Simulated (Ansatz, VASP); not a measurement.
**BaZrO3: VASP beside Ansatz**

The input INCAR:

```
  PREC = Accurate
  ENCUT = 520
  EDIFF = 1E-6
  ISMEAR = 0
  SIGMA = 0.05
  LREAL = F
  LASPH = T
  NELM = 150
  ALGO = Normal
  ISIF = 2
  LWAVE = F
  LCHARG = F
  LNONCOLLINEAR = T
  MAGMOM = 0 0 0 0 0 0 0 0 0 0 0 0 0 0 0
  LORBIT = 11
  LSORBIT = T
  GGA_COMPAT = F
  LORBMOM = T
  LMAXMIX = 4
  GGA = PE
  NBANDS = 55
```

KPOINTS

```
regular mesh
0
Gamma
  4 4 4
```

The input POSCAR:

```
BaZrO3
1.0
    4.1249903397      0.0000000000      0.0000000000
    0.0000000000      4.1249903397      0.0000000000
    0.0000000000      0.0000000000      4.1249903397
Ba Zr O
1 1 3
Direct
    0.0000000000      0.0000000000      0.0000000000
    0.5000000000      0.5000000000      0.5000000000
    0.0000000000      0.5000000000      0.5000000000
    0.5000000000      0.5000000000      0.0000000000
    0.5000000000      0.0000000000      0.5000000000
```

Input for Ansatz:

```yaml
crystal:
  lattice:
    - [4.1249903397, 0.0, 0.0]
    - [0.0, 4.1249903397, 0.0]
    - [0.0, 0.0, 4.1249903397]
  atoms:
    - { symbol: Ba, position: [0.0, 0.0, 0.0] }
    - { symbol: Zr, position: [0.5, 0.5, 0.5] }
    - { symbol: O, position: [0.0, 0.5, 0.5] }
    - { symbol: O, position: [0.5, 0.5, 0.0] }
    - { symbol: O, position: [0.5, 0.0, 0.5] }
basis:
  ecutwfc: 420
  ecutrho_ratio: 4
kpoints:
  mp_grid: { grid: [4, 4, 4] }
hamiltonian:
  xc: pbe
scf:
  occupations: { method: gaussian, width: 0.05 }
output:
  forces: true
  stress: true
  eigenvalues: true
  populations: true
  topological_invariants: true
magnetization:
  noncollinear: true
  spin_orbit: true
```

Alike in both runs: task single point; functional PBE; k mesh 4 × 4 × 4; occupations gaussian, width 0.05 eV; non-collinear spin, spin-orbit coupling.

|  | VASP | Ansatz |
| --- | --- | --- |
| version | VASP 6.6.1 | Ansatz 0.2.0 |
| potentials or method | VASP PAW PBE potentials, release 64 (Ba_sv, Zr_sv, O), cutoff 520 eV | plane waves, PAW |
| valence electrons in the cell | 40 | 40 |

Ansatz gave:

```
pressure (GPa) : 12.9
```

Question: Estimate VASP's values.

Answer: Pressure (GPa): 14.2.

The k mesh is coarse, so the values compare programs but aren't converged.
